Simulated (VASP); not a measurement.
# Al (P6_3/mmc) in VASP: notebook

Runs on Al. Level: PBEsol. Tasks: single point.

All numbers are computed with VASP 6.6.1; they aren't measurements. Logs are shortened: lines on timing, memory, paths and dates and some standing lists are left out, and cuts for length are marked.

### 1 The cell of the first run

It takes space group P6_3/mmc (No. 194, hexagonal). The conventional cell has a = 2.836 Å, b = 2.836 Å, c = 9.322 Å, α = 90.00°, β = 90.00°, γ = 120.00°. Al (site symmetry -3m) has 12 Al at 2.84 to 2.85 Å within 3.7 Å. Al (site symmetry -6m2) has 12 Al at 2.84 to 2.85 Å within 3.7 Å.

This isn't the form of Al at room conditions, which is fcc.

### 2 Single point, PBEsol

The input, INCAR:

```
ALGO = Fast ; EDIFF = 1E-6
ENCUT = 520 ; GGA = PS
ISIF = 2 ; ISMEAR = 0
LASPH = True ; LCHARG = True
LELF = True ; LREAL = False
LVHAR = True ; LWAVE = False
NBANDS = 14 ; NELM = 100
PREC = Accurate ; SIGMA = 0.15
```

The input, KPOINTS:

```
k-points
0
Gamma
  18 18 6
```

The input, POSCAR:

```
Al
1.0
    2.8362844918      0.0000000000      0.0000000000
   -1.4181422459      2.4562944222      0.0000000000
    0.0000000000      0.0000000000      9.3221494563
Al
4
Direct
    0.0000000000      0.0000000000      0.0000000000
    0.3333333333      0.6666666667      0.2500000000
    0.0000000000      0.0000000000      0.5000000000
    0.6666666667      0.3333333333      0.7500000000
```

Potentials or basis: VASP PAW PBE potentials, release 64 (Al).

Command:

```console
cat potpaw_PBE.64/Al/POTCAR > POTCAR
mpirun -np 1 vasp_std > vasp.out
```

OUTCAR:

```text
EDIFF = 1E-6
   ENCUT = 520
   GGA = PS
   ISIF = 2
   ISMEAR = 0
   LASPH = True
   LREAL = False
   NELM = 100
   PREC = Accurate

 ion  position               nearest neighbor table
   1  0.000  0.000  0.000-   2 2.85   4 2.85   2 2.85   4 2.85   4 2.85   2 2.85
   2  0.333  0.667  0.250-   1 2.85   3 2.85   1 2.85   3 2.85   1 2.85   3 2.85
   3  0.000  0.000  0.500-   2 2.85   4 2.85   2 2.85   4 2.85   4 2.85   2 2.85
   4  0.667  0.333  0.750-   1 2.85   3 2.85   1 2.85   3 2.85   1 2.85   3 2.85

  LATTYP: Found a hexagonal cell.
 ALAT       =     2.8362844918
 C/A-ratio  =     3.2867469689

  Lattice vectors:

 A1 = (   2.8362844918,   0.0000000000,   0.0000000000)
 A2 = (  -1.4181422459,   2.4562944222,   0.0000000000)
 A3 = (   0.0000000000,   0.0000000000,   9.3221494563)

Analysis of symmetry for initial positions (statically):
=====================================================================
 Subroutine PRICEL returns:
 Original cell was already a primitive cell.

 Routine SETGRP: Setting up the symmetry group for a
 hexagonal supercell.

 Subroutine GETGRP returns: Found 24 space group operations
 (whereof 12 operations were pure point group operations)
 out of a pool of 24 trial point group operations.

The static configuration has the point symmetry D_3d.
 The point group associated with its full space group is D_6h.

Analysis of symmetry for dynamics (positions and initial velocities):
=====================================================================
 Subroutine PRICEL returns:
 Original cell was already a primitive cell.

 Routine SETGRP: Setting up the symmetry group for a
 hexagonal supercell.

 Subroutine GETGRP returns: Found 24 space group operations
 (whereof 12 operations were pure point group operations)
 out of a pool of 24 trial point group operations.

The dynamic configuration has the point symmetry D_3d.
 The point group associated with its full space group is D_6h.

 Subroutine INISYM returns: Found 24 space group operations
 (whereof 12 operations are pure point group operations),
 and found     1 'primitive' translations

----------------------------------------------------------------------------------------

                                     Primitive cell

  volume of cell :      64.9451

  direct lattice vectors                    reciprocal lattice vectors
     2.836284492  0.000000000  0.000000000     0.352573941  0.203558660  0.000000000
[... 105 lines left out ...]
   ISMEAR =     0;   SIGMA  =   0.15  broadening in eV -4-tet -1-fermi 0-gaus
   EFERMI_NEDOS =   21; number of points for ismear=-14 and -15
   IALGO  =     68    algorithm
   IMIX   =      4    mixing-type and parameters
     AMIX     =   0.40;   BMIX     =  1.00
     AMIX_MAG =   1.60;   BMIX_MAG =  1.00
  volume/ion in A,a.u.               =      16.24       109.57
  Fermi-wavevector in a.u.,A,eV,Ry     =   0.932438  1.762052 11.829450  0.869440
  Thomas-Fermi vector in A             =   2.059035
   LORBIT       =      0    0 simple, 1 ext, 2 COOP (PROOUT), +10 PAW based schemes
   GGA     = PS    functional components
   LHFCALC =     F    Hartree Fock is set to
   AEXX    =    0.0000 exact exchange contribution
   IVDW    =     0    specifies the selected vdW correction
   LEPSILON=     F    determine dielectric tensor
   LRPA    =     F    only Hartree local field effects (RPA)
 non-spin polarized calculation
 RMM-DIIS sequential band-by-band and
 Gauss-broadening in eV      SIGMA  =   0.15
  energy-cutoff  :      520.00
  volume of cell :       64.95
 maximum number of plane-waves:      1772
 NGX is ok and might be reduce to    24
   NGX = 11   NGY = 11   NGZ = 35

 number of electron      12.0000000 magnetization

 Free energy of the ion-electron system (eV)
  ---------------------------------------------------
  ext. energy  EPLUGINS =         0.00000000
  ---------------------------------------------------
  free energy    TOTEN  =       -16.32651039 eV

  energy without entropy =      -16.30914844  energy(sigma->0) =      -16.31782941

 E-fermi :   8.1073     XC(G=0): -10.3163

 val. band max:        8.0667677642   @ k =   0.2778   0.2778   0.0000
 cond. band min:       8.1227426973   @ k =   0.3889   0.1667   0.1667
 fundamental gap:      0.0559749331
 Fermi energy:         8.1072919044

 k-point     1 :       0.0000    0.0000    0.0000
  band No.  band energies     occupation
      1      -3.1243      2.00000
      2      -1.4346      2.00000
      3      -1.4285      2.00000
      4       3.4266      2.00000
      5       3.6415      2.00000
      6      11.4625      0.00000
      7      11.4734      0.00000
      8      18.9892      0.00000
      9      18.9892      0.00000
     10      19.1547      0.00000
     11      19.1547      0.00000
     12      20.1137      0.00000
     13      20.1166      0.00000
     14      20.2877      0.00000
[... 377 lines left out ...]
      1       1.8535      2.00000
      2       3.4610      2.00000
      3       3.4687      2.00000
      4       4.4372      2.00000
      5       6.0843      2.00000
      6       6.1110      2.00000
      7       8.1723      0.53967
      8       8.5701      0.00001
      9      10.4648      0.00000
     10      10.6851      0.00000
     11      11.6518      0.00000
     12      12.4774      0.00000
     13      12.7246      0.00000
     14      16.1353      0.00000

 [... further k-points ...]

------------------------ aborting loop because EDIFF is reached ----------------------------------------

  FORCE on cell =-STRESS in cart. coord.  units (eV):
  Direction    XX          YY          ZZ          XY          YZ          ZX
  --------------------------------------------------------------------------------------
  -------------------------------------------------------------------------------------
  Total        0.0292468      0.0292468      0.0263784      0.0000000      0.0000000      0.0000000
  in kB        0.7215111      0.7215111      0.6507473      0.0000000      0.0000000      0.0000000
  external PRESSURE =       0.6979232 kB  Pullay stress =       0.0000000 kB

 VOLUME and BASIS-vectors are now :
 -----------------------------------------------------------------------------
  energy-cutoff  :      520.00
  volume of cell :       64.95
      direct lattice vectors                 reciprocal lattice vectors
     2.836284492  0.000000000  0.000000000     0.352573941  0.203558660  0.000000000
    -1.418142246  2.456294422  0.000000000     0.000000000  0.407117319  0.000000000
     0.000000000  0.000000000  9.322149456     0.000000000  0.000000000  0.107271398

 POSITION                                       TOTAL-FORCE (eV/Angst)
 -----------------------------------------------------------------------------------
      0.00000      0.00000      0.00000        -0.000000      0.000000      0.000000
     -0.00000      1.63753      2.33054         0.000000     -0.000000      0.000000
      0.00000      0.00000      4.66107        -0.000000      0.000000      0.000000
      1.41814      0.81876      6.99161        -0.000000      0.000000     -0.000000
 -----------------------------------------------------------------------------------
    total drift:                               -0.000000      0.000000      0.000000

  FREE ENERGIE OF THE ION-ELECTRON SYSTEM (eV)
  ---------------------------------------------------
  free  energy   TOTEN  =       -16.3265103942 eV

  energy  without entropy=      -16.3091484352  energy(sigma->0) =      -16.31782941
```

It took 74 s on 1 thread of Intel Xeon Platinum 8488C (Sapphire Rapids), shared host; peak memory 0.24 GiB.

What came out:

```yaml
Free_energy: -16.3265 eV
Pressure: 0.1 GPa
Band_gap_on_the_k_mesh: zero (bands 6 and 7 overlap by 5.43 eV)
```

Caveat: the PAW data sets were made with another functional, which shifts forces and pressure a little.

### 3 Single point, PBEsol

The input, INCAR:

```
SYSTEM = Al
PREC = Accurate
ENCUT = 520
EDIFF = 1E-7
ISMEAR = 0
SIGMA = 0.15
LREAL = .False.
LASPH = .True.
NELM = 80
ALGO = Fast
ISIF = 2
LWAVE = .False.
LCHARG = .False.
GGA = PS
NBANDS = 14
```

The input, KPOINTS:

```
regular mesh
0
Gamma
  24 24 6
  0 0 0
```

POSCAR is that of step 2.

Potentials or basis: VASP PAW PBE potentials, release 64 (Al).

Command:

```console
cat potpaw_PBE.64/Al/POTCAR > POTCAR
mpirun -np 1 vasp_std > vasp.out
```

Run time: 2.2 min. Hardware: 1 thread of Intel Xeon Platinum 8488C (Sapphire Rapids), shared host; peak memory 0.3 GiB.

It converged, with:

```
Free energy            : -16.3268 eV
Pressure               : 0.1 GPa
Band gap on the k mesh : zero (bands 6 and 7 overlap by 5.41 eV)
```

Stress tensor (GPa, compression positive):
```
-0.03  0.00  0.00
 0.00 -0.03  0.00
 0.00  0.00  0.22
```

Levels at points of the mesh, in eV from the Fermi level:
| k point | band 2 | band 3 | band 4 | band 5 | band 6 | band 7 | band 8 | band 9 | band 10 | band 11 |
| --- | --- | --- | --- | --- | --- | --- | --- | --- | --- | --- |
| (0.00, 0.00, 0.00) | -9.55 | -9.54 | -4.69 | -4.47 | 3.35 | 3.36 | 10.88 | 10.88 | 11.04 | 11.04 |
| (0.50, 0.00, 0.00) | -5.20 | -3.95 | -3.88 | -3.33 | -3.25 | 0.82 | 1.27 | 1.29 | 1.62 | 5.74 |
| (0.00, 0.00, 0.50) | -10.81 | -7.46 | -7.46 | -0.95 | -0.95 | 8.22 | 8.22 | 11.20 | 11.20 | 11.20 |
| (0.50, 0.00, 0.50) | -4.89 | -4.81 | -4.81 | -1.86 | -1.86 | -1.21 | -1.21 | 4.56 | 4.56 | 4.71 |

Caveat: the PAW data sets were made with another functional, which shifts forces and pressure a little.

### 4 Single point, PBEsol

This run uses another cell than the first one, of 12.37 Å³/atom.

The input, INCAR:

```
PREC     = Accurate       # precision mode
ENCUT    = 520            # plane-wave cutoff, eV
EDIFF    = 1E-7           # SCF threshold, eV
ISMEAR   = 0              # smearing method
SIGMA    = 0.1            # smearing width, eV
LREAL    = False          # projectors in reciprocal space
LASPH    = True           # aspherical terms in the spheres
NELM     = 60             # most SCF steps
ALGO     = Normal         # electronic algorithm
ISIF     = 2              # what is computed and relaxed
LWAVE    = False          # write WAVECAR
LCHARG   = False          # write CHGCAR
GGA      = PS             # functional
NBANDS   = 14             # bands
```

The input, KPOINTS:

```
Automatic mesh
0
Gamma
  18 18 6
```

The input, POSCAR:

```
Al
1.0
    2.5924386154      0.0000000000      0.0000000000
   -1.2962193077      2.2451176987      0.0000000000
    0.0000000000      0.0000000000      8.5009199976
Al
4
Direct
    0.0000000000      0.0000000000      0.0000000000
    0.3333333333      0.6666666667      0.2500000000
    0.0000000000      0.0000000000      0.5000000000
    0.6666666667      0.3333333333      0.7500000000
```

Command:

```console
cat potpaw_PBE.64/Al/POTCAR > POTCAR
mpirun -np 1 vasp_std > vasp.out
```

Run time: 29 s. Hardware: 1 thread of Intel Xeon 6975P-C (Granite Rapids), shared host; peak memory 0.2 GiB.

Results (log left out):

```yaml
Free_energy: -14.7892 eV
Pressure: 40.2 GPa
Band_gap_on_the_k_mesh: zero (bands 6 and 7 overlap by 6.10 eV)
```

Levels at points of the mesh, in eV from the Fermi level:
| k point | band 2 | band 3 | band 4 | band 5 | band 6 | band 7 | band 8 | band 9 | band 10 | band 11 |
| --- | --- | --- | --- | --- | --- | --- | --- | --- | --- | --- |
| (0.00, 0.00, 0.00) | -11.18 | -11.18 | -5.76 | -4.81 | 4.01 | 4.02 | 12.79 | 12.79 | 13.05 | 13.05 |
| (0.50, 0.00, 0.00) | -6.12 | -4.77 | -4.67 | -3.67 | -3.56 | 0.78 | 1.01 | 1.97 | 2.25 | 7.26 |
| (0.00, 0.00, 0.50) | -12.70 | -8.71 | -8.71 | -1.00 | -1.00 | 9.65 | 9.65 | 13.00 | 13.00 | 13.00 |
| (0.50, 0.00, 0.50) | -5.85 | -5.53 | -5.53 | -2.10 | -2.10 | -1.36 | -1.36 | 5.06 | 5.06 | 5.63 |

Caveat: the cell stands under pressure; the PAW data sets were made with another functional, which shifts forces and pressure a little.

### 5 The runs side by side

```csv
cell,k mesh,smearing,gap on the mesh (eV),pressure (GPa)
"a = 2.836, b = 2.836, c = 9.322 Å, angles 90.0, 90.0, 120.0°, 4 atoms",18 × 18 × 6,gaussian 0.15 eV,none,0.1
"a = 2.836, b = 2.836, c = 9.322 Å, angles 90.0, 90.0, 120.0°, 4 atoms",24 × 24 × 6,gaussian 0.15 eV,none,0.1
"a = 2.592, b = 2.592, c = 8.501 Å, angles 90.0, 90.0, 120.0°, 4 atoms",18 × 18 × 6,gaussian 0.1 eV,none,40.2
```

Alike in all rows: task single point; level PBEsol; potentials or basis VASP PAW PBE potentials, release 64 (Al); no spin polarisation; cutoff (eV) 520.

Caveats: the PAW data sets were made with another functional, which shifts forces and pressure a little; the cell stands under pressure (at least some runs).

Total energies depend on the potentials used, so only differences within one code and one set of settings carry meaning.
